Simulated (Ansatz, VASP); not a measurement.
This is a calculation of SnO for VASP 6.6.1.

File INCAR:

```
SYSTEM = SnO
ALGO = Normal ; EDIFF = 1E-6
ENCUT = 910 ; GGA = VW
GGA_COMPAT = .FALSE. ; ISIF = 2
ISMEAR = -1 ; LASPH = .TRUE.
LCHARG = .FALSE. ; LREAL = .FALSE.
LWAVE = .FALSE. ; NBANDS = 28
NELM = 120 ; PREC = Accurate
SIGMA = 0.05
```

Contents of KPOINTS:

```
k-points
0
G
  7 7 6
  0 0 0
```

The input POSCAR:

```
SnO
1.0
    3.8638811754      0.0000000000      0.0000000000
    0.0000000000      3.8638811754      0.0000000000
    0.0000000000      0.0000000000      4.9512221655
Sn O
2 2
Direct
    0.5000000000      0.0000000000      0.7646261400
    0.0000000000      0.5000000000      0.2353738600
    0.0000000000      0.0000000000      0.0000000000
    0.5000000000      0.5000000000      0.0000000000
```

Potentials or basis: VASP PAW PBE potentials, release 64 (Sn_d, O_h).

Launch:

```console
$ cat potpaw_PBE.64/Sn_d/POTCAR potpaw_PBE.64/O_h/POTCAR > POTCAR
$ mpirun -np 1 vasp_std > vasp.out
```

Question: Set up the same calculation for Ansatz 0.2.0. Potentials there: Ansatz PAW.

Answer: As run (the cutoff follows the program's own potentials):

Contents of input.yaml:

```yaml
crystal:
  lattice:
    - [3.8638811754, 0.0, 0.0]
    - [0.0, 3.8638811754, 0.0]
    - [0.0, 0.0, 4.9512221655]
  atoms:
    - { symbol: Sn, position: [0.5, 0.0, 0.76462614] }
    - { symbol: Sn, position: [0.0, 0.5, 0.23537386] }
    - { symbol: O, position: [0.0, 0.0, 0.0] }
    - { symbol: O, position: [0.5, 0.5, 0.0] }
hamiltonian:
  xc: { exchange: slater, correlation: vwn5 }
  pseudopotentials: { kind: paw }
kpoints:
  mp_grid: { grid: [7, 7, 6] }
scf:
  occupations: { method: fermi_dirac, width: 0.05 }
output:
  forces: true
  stress: true
  eigenvalues: true
```

Potentials or basis: Ansatz PAW.

Run with:

```sh
$ ansatz run input.yaml --threads 2 --pin off --max-ram 5120MiB --backend cpu --events-out ev --progress --plain --runs-dir out
```

Both were run:

|  | VASP | Ansatz | Ansatz less VASP |
| --- | --- | --- | --- |
| gap on the k mesh at the Fermi level (eV) | 0.59 | 0.58 | -0.012 |
| least direct gap on the mesh (eV) | 1.98 | 2.01 | +0.032 |
| rms of the force components (eV/Å) | 0.271 | 0.301 | +0.0304 |

VASP's potentials were made for PBE, not for SVWN5. Atom by atom the forces differ by 0.030 eV/Å (rms over components).

Noted on VASP's run: the cutoff is short for stress, so the pressure is rough. Noted on Ansatz's run: odd divisions of the mesh miss points on the zone boundary, where band edges often lie, so the gap on the mesh can be too wide.
